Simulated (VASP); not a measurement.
Set up this calculation in VASP 6.6.1, as the native input.

```yaml
Task: single point
Functional: PBE-based global hybrid with 20 % exact exchange
Potentials_or_basis: VASP PAW PBE potentials, release 64 (Cu, I)
Cutoff: 520 eV
k_mesh: 4 × 4 × 4
Occupations: fermi-dirac, width 0.02 eV
Spin: no spin polarisation
Dipole_correction: no
Grid_for_exact_exchange_PRECFOCK: Normal
Share_of_exact_exchange: 0.2
Further_INCAR_settings: ALGO = Normal; EDIFF = 1e-06; NBANDS = 16
```

Crystal: CuI.

```
Cu I
1.0
     3.66139    0.00000    0.00000
     0.00000    3.66139    0.00000
     0.00000    0.00000    3.66139
Cu I
1 1
Direct
  0.00000 0.00000 0.00000
  0.50000 0.50000 0.50000
```

These files were run (other wordings do the same):

POSCAR

```
CuI
1.0
    3.6613896554      0.0000000000      0.0000000000
    0.0000000000      3.6613896554      0.0000000000
    0.0000000000      0.0000000000      3.6613896554
Cu I
1 1
Direct
    0.0000000000      0.0000000000      0.0000000000
    0.5000000000      0.5000000000      0.5000000000
```

INCAR.step1

```
SYSTEM = CuI
ALGO = Normal ; EDIFF = 1E-5
ENCUT = 520 ; GGA = PE
ISIF = 2 ; ISMEAR = -1
LASPH = .True. ; LREAL = .False.
LWAVE = .True. ; NBANDS = 16
NELM = 80 ; PREC = Accurate
SIGMA = 0.02
```

INCAR.step2

```
SYSTEM = CuI
AEXX = 0.2 ; ALGO = Normal
EDIFF = 1E-6 ; ENCUT = 520
GGA = PE ; ISIF = 2
ISMEAR = -1 ; ISTART = 1
LASPH = .True. ; LCHARG = .True.
LELF = .True. ; LHFCALC = .True.
LREAL = .False. ; LVHAR = .True.
LWAVE = .False. ; NBANDS = 16
NELM = 80 ; PREC = Accurate
PRECFOCK = Normal ; SIGMA = 0.02
```

KPOINTS

```
k-points
0
Gamma
  4 4 4
  0 0 0
```

Potentials or basis: VASP PAW PBE potentials, release 64 (Cu, I).

The run is started by

```bash
$ cat potpaw_PBE.64/Cu/POTCAR potpaw_PBE.64/I/POTCAR > POTCAR
$ cp INCAR.step1 INCAR
$ mpirun -np 1 vasp_std > vasp.out
$ cp INCAR.step2 INCAR
$ mpirun -np 1 vasp_std > vasp.out
```

Results of the run:

```
Pressure               : 1.4 GPa
Band gap on the k mesh : 0.87 eV (least direct gap 0.95 eV)
```

Caveat: the k points lie up to 0.43 Å⁻¹ apart; the structure was generated, so it needn't be the stable form of CuI; the PAW data sets were made with another functional, which shifts forces and pressure a little; spin-orbit coupling is left out, which moves the levels of the heavy elements.

Wall time 12 min on 1 thread of Intel(R) Xeon(R) Platinum 8259CL CPU @ 2.50GHz (Skylake/Cascade Lake), on a shared host, peak memory 0.18 GiB.
